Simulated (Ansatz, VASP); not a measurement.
# Mg2Si3N3 in VASP and in Ansatz

```
Mg Si N
1.0
     6.34783    0.00000    0.00000
    -3.17391    5.49738    0.00000
     0.00000    0.00000    2.74084
Mg Si N
2 3 3
Direct
  0.00000 0.00000 0.50000
  0.66667 0.33333 0.00000
  0.07893 0.53947 0.50000
  0.46053 0.53947 0.50000
  0.46053 0.92107 0.50000
  0.62882 0.81441 0.00000
  0.18559 0.81441 0.00000
  0.18559 0.37118 0.00000
```

Change from the starting cell: species swapped into the Mn3Fe3Ge2 type (P-6m2, No. 187).

Alike in both runs: functional PBE; k mesh 4 × 4 × 4; occupations gaussian, width 0.2 eV; no spin polarisation.

Ansatz relaxed the structure, and its values are those at the end. VASP's run is a single point on that final structure, the one shown.

|  | VASP | Ansatz |
| --- | --- | --- |
| version | VASP 6.6.1 | Ansatz 0.2.0 |
| potentials or method | VASP PAW PBE potentials, release 64 (Mg, Si, N), cutoff 600 eV | scalar-relativistic, plane waves, PAW |
| valence electrons in the cell | 31 | 47 |

VASP gave:

```
gap on the k mesh at the Fermi level (eV) : none
pressure (GPa)                            : -0.1
rms of the force components (eV/Å)        : 0.017
```

Q: Which values does Ansatz return?

A: gap on the k mesh at the Fermi level (eV): none; pressure (GPa): 0.1; rms of the force components (eV/Å): 0.010.

A gap of «none» marks a metal or a gap that the smearing closes. The functional is the same, so the differences come from potentials, cutoffs and numerics. VASP's potentials hold 31 valence electrons a cell and Ansatz's 47, so a difference there can come from the potentials and not from the codes.

The k mesh is coarse, so the values compare programs but aren't converged.
